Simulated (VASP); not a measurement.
Runs of VASP 6.6.1 on GaSbTe4. The structure is that of space group P-6m2 (No. 187), or close to it. The cells are those of the table. 

```csv
task,cell,k mesh,cutoff (eV),gap on the mesh (eV),pressure (GPa),relaxed volume (Å³/atom),largest force (eV/Å)
single point,"a = 6.576, b = 6.576, c = 4.903 Å, angles 90.0, 90.0, 120.0°, 6 atoms",3 × 3 × 4,520,none,3.9,-,0.76
relaxation of cell and atoms,"relaxed from a = 6.820, b = 6.820, c = 5.006 Å, angles 90.0, 90.0, 120.0°, 6 atoms",6 × 6 × 8,600,none,0.0,(b),-
single point,"a = 6.820, b = 6.820, c = 5.006 Å, angles 90.0, 90.0, 120.0°, 6 atoms",3 × 3 × 4,520,none,0.0,-,-
single point,"a = 6.450, b = 6.450, c = 5.424 Å, angles 90.0, 90.0, 120.0°, 6 atoms",6 × 6 × 8,520,none,-0.1,-,-
relaxation of cell and atoms,"relaxed from a = 6.576, b = 6.576, c = 4.903 Å, angles 90.0, 90.0, 120.0°, 6 atoms",3 × 3 × 4,600,none,0.0,(a),0.02
```

Alike in all rows: level PBE; potentials or basis VASP PAW PBE potentials, release 64 (Ga_d, Sb, Te); no spin polarisation; smearing gaussian 0.1 eV.

Problem. Estimate the missing entries.

Solution. (a) 33.61; (b) 32.51.

Caveats: some runs use coarse meshes; spin-orbit coupling is left out, which moves the levels of the heavy elements.

A k mesh can miss the band edges, and the runs leave out spin-orbit coupling on Ga, Sb, Te.

A gap of «none» marks levels without a gap at the run's occupations.
